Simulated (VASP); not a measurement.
# Mg3CdSe4 in VASP: notebook, part 2 of 2

VASP 6.6.1. Earlier steps stand in the parts before.

### 3 Single point, PBE

The input, INCAR:

```
PREC = Accurate ; ENCUT = 520
EDIFF = 1E-6 ; ISMEAR = 0
SIGMA = 0.1 ; LREAL = F
LASPH = T ; NELM = 80
ALGO = Normal ; ISIF = 2
LWAVE = F ; LCHARG = F
GGA = PE ; NBANDS = 31
```

The input, KPOINTS:

```
regular mesh
0
Gamma
  4 4 1
```

The input, POSCAR:

```
Mg3CdSe4
1.0
    4.3082733626     -0.0004888837      0.0005097382
   -0.0003431455      4.2932329035      0.0005596438
   -0.0005937264      0.0005768302     11.9612217721
Mg Cd Se
3 1 4
Direct
    1.0000758643     -0.0000331281      0.7547089560
    0.4996678826      0.4999047049     -0.0000878186
    0.9998080475      0.0001364964      0.2449530639
    0.5005804008      0.5000409831      0.4997780960
    0.4998242025     -0.0001503494      0.1227518564
    0.0002803386      0.5000437508      0.3668935986
    0.5000776557      0.0001052223      0.6334007918
   -0.0003143918      0.4999523199      0.8776014557
```

Potentials or basis: VASP PAW PBE potentials, release 64 (Mg, Cd, Se).

Run with:

```
$ cat potpaw_PBE.64/Mg/POTCAR potpaw_PBE.64/Cd/POTCAR potpaw_PBE.64/Se/POTCAR > POTCAR
$ mpirun -np 1 vasp_std > vasp.out
```

OUTCAR:

```text
PREC = Accurate
   ENCUT = 520
   EDIFF = 1E-6
   ISMEAR = 0
   LREAL = F
   LASPH = T
   NELM = 80
   ISIF = 2
   GGA = PE

 ion  position               nearest neighbor table
   1  0.000  1.000  0.755-   7 2.60   7 2.60   8 2.60   8 2.60
   2  0.500  0.500  1.000-   5 2.60   5 2.60   8 2.60   8 2.60
   3  1.000  0.000  0.245-   6 2.60   6 2.60   5 2.60   5 2.60
   4  0.501  0.500  0.500-   7 2.68   6 2.68   7 2.68   6 2.68
   5  0.500  1.000  0.123-   2 2.60   2 2.60   3 2.60   3 2.60
   6  0.000  0.500  0.367-   3 2.60   3 2.60   4 2.68   4 2.68
   7  0.500  0.000  0.633-   1 2.60   1 2.60   4 2.68   4 2.68
   8  1.000  0.500  0.878-   1 2.60   1 2.60   2 2.60   2 2.60

  LATTYP: Found a triclinic cell.
 ALAT       =     6.0816046500
 B/A-ratio  =     0.7084106364
 C/A-ratio  =     1.9667871375
 COS(alpha) =     0.0000686730
 COS(beta)  =     0.0001747178
 COS(gamma) =     0.7082741171

  Lattice vectors:

 A1 = (  -4.3079302171,  -4.2927440198,  -0.0010693820)
 A2 = (  -4.3082733626,   0.0004888837,  -0.0005097382)
 A3 = (   0.0005937264,  -0.0005768302, -11.9612217721)

Analysis of symmetry for initial positions (statically):
=====================================================================
 Subroutine PRICEL returns:
 Original cell was already a primitive cell.

 Routine SETGRP: Setting up the symmetry group for a
 triclinic supercell.

 Subroutine GETGRP returns: Found  1 space group operations
 (whereof  1 operations were pure point group operations)
 out of a pool of  2 trial point group operations.

The static configuration has the point symmetry C_1 .

Analysis of symmetry for dynamics (positions and initial velocities):
=====================================================================
 Subroutine PRICEL returns:
 Original cell was already a primitive cell.
[... 126 lines left out ...]
  volume/ion in A,a.u.               =      27.65       186.62
  Fermi-wavevector in a.u.,A,eV,Ry     =   0.940886  1.778016 12.044773  0.885266
  Thomas-Fermi vector in A             =   2.068342
   LORBIT       =      0    0 simple, 1 ext, 2 COOP (PROOUT), +10 PAW based schemes
   GGA     = PE    functional components
   LHFCALC =     F    Hartree Fock is set to
   AEXX    =    0.0000 exact exchange contribution
   IVDW    =     0    specifies the selected vdW correction
   LEPSILON=     F    determine dielectric tensor
   LRPA    =     F    only Hartree local field effects (RPA)
 non-spin polarized calculation
 Gauss-broadening in eV      SIGMA  =   0.10
  energy-cutoff  :      520.00
  volume of cell :      221.24
 maximum number of plane-waves:      5992
   NGX = 17   NGY = 15   NGZ = 45

 number of electron      41.9999991 magnetization

 Free energy of the ion-electron system (eV)
  ---------------------------------------------------
  ext. energy  EPLUGINS =         0.00000000
  ---------------------------------------------------
  free energy    TOTEN  =       -28.00184211 eV

  energy without entropy =      -28.00184211  energy(sigma->0) =      -28.00184211

 E-fermi :   1.0513     XC(G=0):  -8.2341

 val. band max:        0.5999852209   @ k =   0.0000   0.0000   0.0000
 cond. band min:       2.4540761667   @ k =   0.0000   0.0000   0.0000
 fundamental gap:      1.8540909458
 Fermi energy:         1.0512509092

 k-point     1 :       0.0000    0.0000    0.0000
  band No.  band energies     occupation
      1     -11.2003      2.00000
      2     -10.9470      2.00000
      3     -10.8531      2.00000
      4     -10.5221      2.00000
      5      -6.6831      2.00000
      6      -6.6824      2.00000
[... 329 lines left out ...]
     30       7.7773      0.00000
     31       7.7790      0.00000

------------------------ aborting loop because EDIFF is reached ----------------------------------------

  FORCE on cell =-STRESS in cart. coord.  units (eV):
  Direction    XX          YY          ZZ          XY          YZ          ZX
  --------------------------------------------------------------------------------------
  -------------------------------------------------------------------------------------
  Total       -0.1863865      0.0441468     -0.0119878      0.0027670     -0.0079078     -0.0092472
  in kB       -1.3497766      0.3197029     -0.0868137      0.0200385     -0.0572668     -0.0669666
  external PRESSURE =      -0.3722958 kB  Pullay stress =       0.0000000 kB

 VOLUME and BASIS-vectors are now :
 -----------------------------------------------------------------------------
  energy-cutoff  :      520.00
  volume of cell :      221.24
      direct lattice vectors                 reciprocal lattice vectors
     4.308273363 -0.000488884  0.000509738     0.232111549  0.000018550  0.000011521
    -0.000343146  4.293232903  0.000559644     0.000026433  0.232924707 -0.000011231
    -0.000593726  0.000576830 11.961221772    -0.000009893 -0.000010899  0.083603500

 POSITION                                       TOTAL-FORCE (eV/Angst)
 -----------------------------------------------------------------------------------
     -0.00046      4.29353      9.02780        -0.001287      0.000924     -0.007446
      2.15194      2.14654     11.96071         0.000067     -0.000098     -0.005032
      4.30730      0.00024      2.93045         0.000416     -0.001363      0.008439
      2.15617      2.14684      5.97849        -0.004760      0.002079      0.001279
      2.15296      4.29241      1.46908         0.000140      0.001142      0.000800
      0.00082      2.14702      4.38878         0.003220      0.000759     -0.035406
      2.15410      0.00057      7.57650         0.000344     -0.002892      0.035338
      4.30623      2.14643     10.49798         0.001860     -0.000552      0.002028
 -----------------------------------------------------------------------------------
    total drift:                                0.000219      0.000021      0.000032

  FREE ENERGIE OF THE ION-ELECTRON SYSTEM (eV)
  ---------------------------------------------------
  free  energy   TOTEN  =       -28.0018421131 eV

  energy  without entropy=      -28.0018421131  energy(sigma->0) =      -28.00184211
```

stdout:

```text
POSCAR found type information on POSCAR MgCdSe
 POSCAR found :  3 types and       8 ions
 scaLAPACK will be used
 LDA part: xc-table for (Slater+PW92), standard interpolation
 POSCAR, INCAR and KPOINTS ok, starting setup
 FFT: planning ... GRIDC
 FFT: planning ... GRID_SOFT
 FFT: planning ... GRID
 WAVECAR not read
 entering main loop
```

Run time: 36 s. Hardware: 1 thread of Intel Xeon 6975P-C (Granite Rapids), shared host; peak memory 0.32 GiB.

What came out:

| Property | Result |
| --- | --- |
| Free energy | -28.0018 eV |
| Pressure | 0.0 GPa |
| Largest force | 0.036 eV/Å |
| Band gap on the k mesh | 1.85 eV |

Forces on the atoms (eV/Å):
```
Mg  -0.001  0.001 -0.007
Mg   0.000  0.000 -0.005
Mg   0.000 -0.001  0.008
Cd  -0.005  0.002  0.001
Se   0.000  0.001  0.001
Se   0.003  0.001 -0.035
Se   0.000 -0.003  0.035
Se   0.002 -0.001  0.002
```

Caveat: the k points lie up to 0.53 Å⁻¹ apart.

### 4 Single point, PBE

This run uses another cell than the first one, of 23.50 Å³/atom.

The input, INCAR:

```
PREC     = Accurate       # precision mode
ENCUT    = 520            # plane-wave cutoff, eV
EDIFF    = 1E-7           # SCF threshold, eV
ISMEAR   = 0              # smearing method
SIGMA    = 0.1            # smearing width, eV
LREAL    = F              # projectors in reciprocal space
LASPH    = T              # aspherical terms in the spheres
NELM     = 100            # most SCF steps
ALGO     = Normal         # electronic algorithm
ISIF     = 2              # what is computed and relaxed
LWAVE    = F              # write WAVECAR
LCHARG   = F              # write CHGCAR
GGA      = PE             # functional
NBANDS   = 31             # bands
```

The input, KPOINTS:

```
Automatic mesh
0
Gamma
  4 4 2
```

The input, POSCAR:

```
Mg3CdSe4
1.0
    4.0509000600      0.0000000000      0.0000000000
    0.0000000000      4.0509000600      0.0000000000
    0.0000000000      0.0000000000     11.4576756100
Mg Cd Se
3 1 4
Direct
    0.0000000000      0.0000000000      0.7500000000
    0.5000000000      0.5000000000      0.0000000000
    0.0000000000      0.0000000000      0.2500000000
    0.5000000000      0.5000000000      0.5000000000
    0.5000000000      0.0000000000      0.1250000000
    0.0000000000      0.5000000000      0.3750000000
    0.5000000000      0.0000000000      0.6250000000
    0.0000000000      0.5000000000      0.8750000000
```

Run with:

```
$ cat potpaw_PBE.64/Mg/POTCAR potpaw_PBE.64/Cd/POTCAR potpaw_PBE.64/Se/POTCAR > POTCAR
$ mpirun -np 1 vasp_std > vasp.out
```

Run time: 46 s. Hardware: 1 thread of Intel Xeon 6975P-C (Granite Rapids), shared host; peak memory 0.3 GiB.

The run converged. Its results:

* Free energy: -26.9493 eV
* Pressure: 10.8 GPa
* Largest force: 1.115 eV/Å
* Band gap on the k mesh: 2.43 eV

Forces in eV/Å, atoms in the order of the input:
```
Mg   0.000  0.000 -0.006
Mg   0.000  0.000  0.000
Mg   0.000  0.000  0.006
Cd   0.000  0.000  0.000
Se   0.000  0.000  0.010
Se   0.000  0.000 -1.115
Se   0.000  0.000  1.115
Se   0.000  0.000 -0.010
```

Stress tensor (GPa, compression positive):
```
10.94  0.00  0.00
 0.00 10.94  0.00
 0.00  0.00 10.60
```

Levels at points of the mesh, in eV from the valence-band top:
```
           k point  band 18  band 19  band 20  band 21  band 22  band 23  band 24  band 25
(0.00, 0.00, 0.00)    -0.94    -0.11     0.00     0.00     2.43     3.05     4.39     4.41
(0.50, 0.00, 0.00)    -0.78    -0.75    -0.58    -0.40     3.64     4.19     5.31     5.38
(0.50, 0.50, 0.00)    -1.73    -1.72    -1.72    -1.71     3.01     3.01     4.23     4.85
(0.00, 0.00, 0.50)    -0.68    -0.68    -0.10    -0.10     3.34     3.40     3.52     3.85
(0.50, 0.00, 0.50)    -0.85    -0.85    -0.75    -0.41     4.09     4.84     4.86     4.90
(0.50, 0.50, 0.50)    -2.02    -1.93    -1.87    -1.87     3.63     3.63     4.05     4.05
```

Caveat: the cell stands under pressure; forces of over 1 eV/Å act on the atoms, so gaps and moduli don't describe the material at rest.

### 5 The runs side by side

| cell | k mesh | gap on the mesh (eV) | pressure (GPa) | largest force (eV/Å) |
| --- | --- | --- | --- | --- |
| a = 4.284, b = 4.284, c = 12.037 Å, 8 atoms, atomic positions A | 4 × 4 × 1 | 1.86 | 0.0 | 0.05 |
| a = 4.308, b = 4.293, c = 11.961 Å, 8 atoms, atomic positions B | 4 × 4 × 1 | 1.85 | 0.0 | 0.04 |
| a = 4.051, b = 4.051, c = 11.458 Å, 8 atoms, atomic positions C | 4 × 4 × 2 | 2.43 | 10.8 | 1.12 |

Alike in all rows: task single point; level PBE; potentials or basis VASP PAW PBE potentials, release 64 (Mg, Cd, Se); no spin polarisation; cutoff (eV) 520; smearing gaussian 0.1 eV.

Caveats: some runs use coarse meshes; the cell stands under pressure (at least some runs); forces of over 1 eV/Å act on the atoms, so gaps and moduli don't describe the material at rest (at least some runs).

Total energies depend on the potentials used, so only differences within one code and one set of settings carry meaning.
